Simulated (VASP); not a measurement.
Ge: single point with PBEsol

Crystal: Ge.

```
Ge
1.0
    -2.85219    2.27387    1.39680
     2.85219   -2.27387    1.39680
     2.85219    2.27387   -1.39680
Ge
2
Direct
  0.12465 0.87465 0.25000
  0.87535 0.12535 0.75000
```

This cell differs from its parent crystal: strain +0.1125 x Voigt [1, -1, 0, 0, 0, 0].

```
Program             : VASP 6.6.1
Task                : single point
Functional          : PBEsol
Potentials or basis : VASP PAW PBE potentials, release 64 (Ge_d)
Cutoff              : 520 eV
k mesh              : 24 × 24 × 24
Occupations         : gaussian, width 0.15 eV
Spin                : no spin polarisation
```

The pressure is 7.3 GPa and the largest force is 0.773 eV/Å. The band gap on the k mesh is zero (band 14 reaches 10.53 eV, above the bottom of band 15 at 3.40 eV).

Forces in eV/Å, atoms in the order of the input:
```
Ge   0.000  0.000 -0.773
Ge   0.000  0.000  0.773
```

Stress tensor (GPa, compression positive):
```
-10.97   0.00   0.00
  0.00  28.74   0.00
  0.00   0.00   4.13
```

Levels at points of the mesh, in eV from the Fermi level:
```csv
k point,band 11,band 12,band 13,band 14,band 15,band 16,band 17,band 18
"(0.00, 0.00, 0.00)",-13.68,-3.73,-3.48,-0.54,3.64,3.68,7.38,7.79
"(0.50, 0.00, 0.00)",-7.87,-6.97,-3.57,-3.35,-0.92,2.11,6.52,7.74
"(0.00, 0.50, 0.00)",-8.94,-6.56,-1.95,-1.14,-0.45,1.45,2.98,4.07
"(0.50, 0.50, 0.00)",-10.86,-10.86,-0.46,-0.46,3.87,3.87,7.43,7.43
"(0.50, 0.50, 0.50)",-10.89,-6.69,-6.21,-5.85,5.87,5.90,9.15,14.07
```

Run time: 24 min on 1 thread of Intel Xeon 6975P-C, on a shared host, peak memory 1.1 GiB.

Caveat: the cell differs from its parent crystal (strain +0.1125 x Voigt [1, -1, 0, 0, 0, 0]); the PAW data sets were made with another functional, which shifts forces and pressure a little.
